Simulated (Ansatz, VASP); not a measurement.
# One calculation of Mg2CdS4, two programs

The input INCAR:

```
SYSTEM = Mg2CdS4
PREC = Accurate
ENCUT = 520
EDIFF = 1E-6
ISMEAR = -1
SIGMA = 0.1
LREAL = .FALSE.
LASPH = .TRUE.
NELM = 60
ALGO = Normal
ISIF = 2
LWAVE = .FALSE.
LCHARG = .FALSE.
GGA = PE
NBANDS = 29
```

The input KPOINTS:

```
regular mesh
0
G
  7 7 7
  0 0 0
```

The input POSCAR:

```
Mg2CdS4
1.0
    0.0000000000      5.6671110000      0.0000000000
    5.6671110000      0.0000000000      0.0000000000
    2.8335560000      2.8335560000     -5.2556250000
S Cd Mg
4 1 2
Direct
    0.3700000000      0.3800000000      0.7400000000
    0.6200000000      0.1100000000      0.2600000000
    0.8900000000      0.8800000000      0.7400000000
    0.1200000000      0.6300000000      0.2600000000
    0.5000000000      0.5000000000      0.0000000000
    0.7500000000      0.2500000000      0.5000000000
    0.0000000000      0.0000000000      0.0000000000
```

Input for Ansatz:

```yaml
crystal:
  lattice:
    - [0.0, 5.667111, 0.0]
    - [5.667111, 0.0, 0.0]
    - [2.833556, 2.833556, -5.255625]
  atoms:
    - { symbol: S, position: [0.37, 0.38, 0.74] }
    - { symbol: S, position: [0.62, 0.11, 0.26] }
    - { symbol: S, position: [0.89, 0.88, 0.74] }
    - { symbol: S, position: [0.12, 0.63, 0.26] }
    - { symbol: Cd, position: [0.5, 0.5, 0.0] }
    - { symbol: Mg, position: [0.75, 0.25, 0.5] }
    - { symbol: Mg, position: [0.0, 0.0, 0.0] }
  symmetry: { tolerance: 0.0003 }
kpoints:
  mp_grid: { grid: [7, 7, 7], shift: [0, 0, 0] }
  band_path:
    path:
      - [0.0, 0.0, 0.0]
      - [0.5, -0.5, 0.0]
      - [0.5, -0.5, 0.25]
      - [0.0, -0.5, 0.0]
      - [0.0, 0.0, 0.0]
      - [0.0, 0.0, 0.5]
      - [0.0, -0.35466015, 0.32266993]
      - [0.0, -0.64533985, -0.32266993]
      - [0.0, 0.0, 0.0]
      - [0.5, -0.5, 0.0]
      - [0.35466015, -0.64533985, -0.14533985]
    npoints: 6
magnetization:
  spin_polarized: false
scf:
  occupations: { method: fermi_dirac }
  lower_state_search: "off"
  max_iter: 200
hamiltonian:
  pseudopotentials: { kind: paw }
  xc: pbe
basis:
  ecutwfc: 420
  fft_grid_basis: typed
output:
  forces: true
  stress: true
  eigenvalues: true
  bader: true
  populations: true
  elf: true
  write_potential: true
  volumetric_format: npy
  dos:
    e_range: [-12, 8]
    de: 0.05
    projected: { site_lists: { Cd: [Cd], Mg: [Mg], S: [S] } }
checkpoint:
  read: saved_state
```

Alike in both runs: task single point; functional PBE; k mesh 7 × 7 × 7; no spin polarisation.

|  | VASP | Ansatz |
| --- | --- | --- |
| version | VASP 6.6.1 | Ansatz 0.2.0 |
| potentials or method | VASP PAW PBE potentials, release 64 (S, Cd, Mg), cutoff 520 eV | PAW plane waves |
| occupations | fermi-dirac, width 0.1 eV | fermi-dirac |
| valence electrons in the cell | 40 | 64 |

```tsv
	VASP	Ansatz	Ansatz less VASP
pressure (GPa)	3.7	3.7	-0.06
traceless stress, the component that is largest in VASP (GPa)	-0.06	-0.05	+0.007
rms of the force components (eV/Å)	0.198	0.190	-0.0087
```

Atom by atom the forces differ by 0.022 eV/Å (rms over components). VASP's potentials hold 40 valence electrons a cell and Ansatz's 64, so a difference there can come from the potentials and not from the codes.
